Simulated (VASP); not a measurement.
# Al2P (Pmmm) in VASP: further runs

The runs below take Al2P through relaxation of cell and atoms, single point, with PBE.

Everything below comes from runs of VASP 6.6.1. Logs are shortened: lines on timing, memory, paths and dates and some standing lists are left out, and cuts for length are marked.

**1. The cell of the first run**

It takes space group Pmmm (No. 47, orthorhombic). The conventional cell has a = 2.768 Å, b = 3.884 Å, c = 5.818 Å, α = 90.00°, β = 90.00°, γ = 90.00°. Al (site symmetry mm2) has 3 Al at 2.29 to 2.77 Å and 2 P at 2.62 Å within 3.0 Å. Within 3.5 Å of P (site symmetry mmm) lie 4 Al at 2.62 Å and 2 P at 2.77 Å.

The cell was built from a structure type or drawn by symmetry, and may not be a known phase.

**2. Relaxation of cell and atoms, PBE**

Contents of INCAR:

```
  PREC = Accurate
  ENCUT = 600
  EDIFF = 1E-6
  ISMEAR = 0
  SIGMA = 0.1
  LREAL = False
  LASPH = True
  NELM = 80
  ALGO = Normal
  ISIF = 3
  LWAVE = False
  LCHARG = False
  GGA = PE
  IBRION = 2
  NSW = 90
  EDIFFG = -0.04
```

Contents of KPOINTS:

```
Automatic mesh
0
Gamma
  6 4 4
```

Contents of POSCAR:

```
Al2P
1.0
    2.7676006200      0.0000000000      0.0000000000
    0.0000000000      3.8838369900      0.0000000000
    0.0000000000      0.0000000000      5.8182891100
Al P
2 1
Direct
    0.5000000000      0.0000000000      0.1971823000
    0.5000000000      0.0000000000      0.8028177000
    0.5000000000      0.5000000000      0.5000000000
```

Potentials or basis: VASP PAW PBE potentials, release 64 (Al, P).

Launch:

```bash
$ cat potpaw_PBE.64/Al/POTCAR potpaw_PBE.64/P/POTCAR > POTCAR
$ mpirun -np 1 vasp_std > vasp.out
```

OUTCAR:

```text
PREC = Accurate
   ENCUT = 600
   EDIFF = 1E-6
   ISMEAR = 0
   LREAL = False
   LASPH = True
   NELM = 80
   ISIF = 3
   GGA = PE
   IBRION = 2
   NSW = 90
   EDIFFG = -0.04

 ion  position               nearest neighbor table
   1  0.500  0.000  0.197-   2 2.29   3 2.62   3 2.62
   2  0.500  0.000  0.803-   1 2.29   3 2.62   3 2.62
   3  0.500  0.500  0.500-   1 2.62   2 2.62   1 2.62   2 2.62

  LATTYP: Found a simple orthorhombic cell.
 ALAT       =     2.7676006200
 B/A-ratio  =     1.4033227778
 C/A-ratio  =     2.1022863877

  Lattice vectors:

 A1 = (   2.7676006200,   0.0000000000,   0.0000000000)
 A2 = (   0.0000000000,   3.8838369900,   0.0000000000)
 A3 = (   0.0000000000,   0.0000000000,   5.8182891100)

Analysis of symmetry for initial positions (statically):
=====================================================================
 Subroutine PRICEL returns:
 Original cell was already a primitive cell.

 Routine SETGRP: Setting up the symmetry group for a
 simple orthorhombic supercell.

 Subroutine GETGRP returns: Found  8 space group operations
 (whereof  8 operations were pure point group operations)
 out of a pool of  8 trial point group operations.

The static configuration has the point symmetry D_2h.

Analysis of symmetry for dynamics (positions and initial velocities):
=====================================================================
 Subroutine PRICEL returns:
 Original cell was already a primitive cell.

 Routine SETGRP: Setting up the symmetry group for a
 simple orthorhombic supercell.

 Subroutine GETGRP returns: Found  8 space group operations
 (whereof  8 operations were pure point group operations)
 out of a pool of  8 trial point group operations.

The dynamic configuration has the point symmetry D_2h.

 Subroutine INISYM returns: Found  8 space group operations
 (whereof  8 operations are pure point group operations),
 and found     1 'primitive' translations

----------------------------------------------------------------------------------------

                                     Primitive cell

  volume of cell :      62.5403

  direct lattice vectors                    reciprocal lattice vectors
     2.767600620  0.000000000  0.000000000     0.361323810  0.000000000  0.000000000
     0.000000000  3.883836990  0.000000000     0.000000000  0.257477336  0.000000000
     0.000000000  0.000000000  5.818289110     0.000000000  0.000000000  0.171871831

  length of vectors
[... 110 lines left out ...]
   LHFCALC =     F    Hartree Fock is set to
   AEXX    =    0.0000 exact exchange contribution
   IVDW    =     0    specifies the selected vdW correction
   LEPSILON=     F    determine dielectric tensor
   LRPA    =     F    only Hartree local field effects (RPA)
 conjugate gradient relaxation of ions
 non-spin polarized calculation
 Gauss-broadening in eV      SIGMA  =   0.10
  energy-cutoff  :      600.00
  volume of cell :       62.54
 maximum number of plane-waves:      2128
 NGX is ok and might be reduce to    24
   NGX = 11   NGY = 15   NGZ = 23

--------------------------------------- Ionic step        1  -------------------------------------------

 number of electron      11.0000001 magnetization

 Free energy of the ion-electron system (eV)
  ---------------------------------------------------
  ext. energy  EPLUGINS =         0.00000000
  ---------------------------------------------------
  free energy    TOTEN  =       -11.71011450 eV

  energy without entropy =      -11.69837671  energy(sigma->0) =      -11.70424560

------------------------ aborting loop because EDIFF is reached ----------------------------------------

  FORCE on cell =-STRESS in cart. coord.  units (eV):
  Direction    XX          YY          ZZ          XY          YZ          ZX
  --------------------------------------------------------------------------------------
  -------------------------------------------------------------------------------------
  Total       -3.0050435     -2.1157602      4.8405873     -0.0000000      0.0000000      0.0000000
  in kB      -76.9842064    -54.2022503    124.0077787     -0.0000000      0.0000000      0.0000000
  external PRESSURE =      -2.3928927 kB  Pullay stress =       0.0000000 kB
[... 92 lines left out ...]
  FREE ENERGIE OF THE ION-ELECTRON SYSTEM (eV)
  ---------------------------------------------------
  free  energy   TOTEN  =       -12.3700710111 eV

  energy  without entropy=      -12.3633234835  energy(sigma->0) =      -12.36669725

[... ionic steps 4 to 11 ...]

--------------------------------------- Ionic step       12  -------------------------------------------

 number of electron      11.0000000 magnetization

------------------------ aborting loop because EDIFF is reached ----------------------------------------
[... 69 lines left out ...]
--------------------------------------- Ionic step       14  -------------------------------------------

 number of electron      11.0000000 magnetization

 Free energy of the ion-electron system (eV)
  ---------------------------------------------------
  ext. energy  EPLUGINS =         0.00000000
  ---------------------------------------------------
  free energy    TOTEN  =       -12.40094758 eV

  energy without entropy =      -12.39827268  energy(sigma->0) =      -12.39961013

 E-fermi :   5.6702     XC(G=0):  -9.3175

 val. band max:        5.5697142065   @ k =   0.3333   0.2500   0.0000
 cond. band min:       5.6808933848   @ k =   0.5000   0.5000   0.0000
 fundamental gap:      0.1111791783
 Fermi energy:         5.6701622722

 k-point     1 :       0.0000    0.0000    0.0000
  band No.  band energies     occupation
      1      -7.3792      2.00000
      2      -1.0950      2.00000
      3      -0.6452      2.00000
      4       1.9617      2.00000
      5       4.7297      2.00000
      6       6.7522      0.00000
      7       7.9179      0.00000
      8       9.1760      0.00000
      9       9.9645      0.00000
[... 265 lines left out ...]
 k-point    24 :       0.5000    0.5000    0.2500
  band No.  band energies     occupation
      1      -2.8990      2.00000
      2       0.5705      2.00000
      3       1.1608      2.00000
      4       3.3931      2.00000
      5       3.7421      2.00000
      6       4.8701      2.00000
      7       5.1165      2.00000
      8       8.4070      0.00000
      9       8.4387      0.00000

 [... further k-points ...]
[... 5 lines left out ...]
  --------------------------------------------------------------------------------------
  -------------------------------------------------------------------------------------
  Total        0.0357649      0.0388299      0.0378963      0.0000000      0.0000000      0.0000000
  in kB        0.9328560      1.0128022      0.9884500      0.0000000      0.0000000      0.0000000
  external PRESSURE =       0.9780361 kB  Pullay stress =       0.0000000 kB
[... 18 lines left out ...]
  FREE ENERGIE OF THE ION-ELECTRON SYSTEM (eV)
  ---------------------------------------------------
  free  energy   TOTEN  =       -12.4009475778 eV

  energy  without entropy=      -12.3982726827  energy(sigma->0) =      -12.39961013

 reached required accuracy - stopping structural energy minimisation
```

CONTCAR:

```text
Al2P
   1.00000000000000
     2.6232345264524852    0.0000000000000001    0.0000000000000000
     0.0000000000000000    3.8868010039451142    0.0000000000000000
     0.0000000000000000    0.0000000000000000    6.0245312686886816
  Al              P
     2     1
Direct
     0.5000000000000000    0.0000000000000000    0.2298610377133132
     0.5000000000000000    0.0000000000000000    0.7701389622866869
     0.5000000000000000    0.5000000000000000    0.5000000000000000

  0.00000000E+00  0.00000000E+00  0.00000000E+00
  0.00000000E+00  0.00000000E+00  0.00000000E+00
  0.00000000E+00  0.00000000E+00  0.00000000E+00
```

It took 2 min on 1 thread of AMD EPYC 7R13 (Zen 3), shared host; peak memory 0.16 GiB.

What came out:

```
Free energy                           : -12.4009 eV
Relaxed volume                        : 20.48 Å³/atom
Relaxed cell                          : a = 2.623 Å, b = 3.887 Å, c = 6.025 Å, α = 90.00°, β = 90.00°, γ = 90.00°
Space group after relaxing (to 0.1 Å) : Pmmm (No. 47)
Energy gained by relaxing             : 230.3 meV/atom
Ionic steps                           : 14
Pressure after relaxing               : 0.1 GPa
Largest force after relaxing          : 0.018 eV/Å
Band gap on the k mesh                : zero (an odd number of electrons rules out a gap without spin polarisation)
```

Forces in eV/Å, atoms in the order of the input:
```
Al   0.000  0.000  0.018
Al   0.000  0.000 -0.018
P    0.000  0.000  0.000
```

The path:
```
step  energy change (eV)  largest force (eV/Å)  pressure (GPa)  volume (Å³)
   1              0.0000                3.2220           -0.24        62.54
   2             -0.6599                0.1466           -1.27        61.97
   3             -0.6600                0.1663           -1.33        61.98
   4             -0.6716                0.0096            0.42        60.45
   5             -0.6716                0.0067            0.45        60.42
   6             -0.6754                0.0324            0.30        60.65
   7             -0.6841                0.1491           -0.03        61.24
   8             -0.6624                0.1682           -0.82        62.32
   9             -0.6853                0.1574           -0.18        61.45
  10             -0.6875                0.1401           -0.17        61.52
  11             -0.6878                0.1283           -0.18        61.56
  12             -0.6892                0.0986           -0.04        61.46
  13             -0.6905                0.0381            0.26        61.25
  14             -0.6908                0.0182            0.10        61.43
```

Final structure:
```
CELL_PARAMETERS angstrom
2.62323 0.00000 0.00000
0.00000 3.88680 0.00000
0.00000 0.00000 6.02453
ATOMIC_POSITIONS crystal
Al 0.50000 0.00000 0.22986
Al 0.50000 0.00000 0.77014
P 0.50000 0.50000 0.50000
```

Caveat: the k points lie up to 0.40 Å⁻¹ apart in the final cell, too coarse for converged energies and pressures of a metal.

(Continued in part 2 of 2.)
